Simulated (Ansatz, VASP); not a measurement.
**Two plane-wave programs on N**

```xyz
4
Lattice="3.5793 0.0000 0.0000 -1.7896 3.0997 0.0000 0.0000 0.0000 7.9199" Properties=species:S:1:pos:R:3 pbc="T T T"
N     0.0000    2.0665    2.5269
N     0.0000    2.0665    1.4330
N     1.7896    1.0332    6.4868
N     1.7896    1.0332    5.3930
```

Change from the starting cell: uniaxial_z strain +3.6%.

Alike in both runs: task single point; functional HSE06; k mesh 6 × 6 × 2; no spin polarisation.

```csv
,VASP,Ansatz
version,VASP 6.6.1,Ansatz 0.2.0
potentials or method,"VASP PAW PBE potentials, release 64 (N)","plane waves, PAW"
plane-wave cutoff (eV),520,420
occupations,"gaussian, width 0.01 eV",fixed
valence electrons in the cell,20,20
```

VASP gave:

```
gap on the k mesh at the Fermi level (eV)                     : 9.40
pressure (GPa)                                                : 2.3
traceless stress, the component that is largest in VASP (GPa) : 3.61
rms of the force components (eV/Å)                            : 0.872
```

**Question.** What did Ansatz give for the same quantities?

**Answer.** gap on the k mesh at the Fermi level (eV): 9.46; pressure (GPa): -0.4; traceless stress, the component that is largest in VASP (GPa): -2.41; rms of the force components (eV/Å): 0.458.

Atom by atom the forces differ by 1.330 eV/Å (rms over components). Ansatz's warnings: stress exchange threshold loose, stress scf threshold loose.

Noted on VASP's run: the standard files for N, O and F lose accuracy on very short bonds.
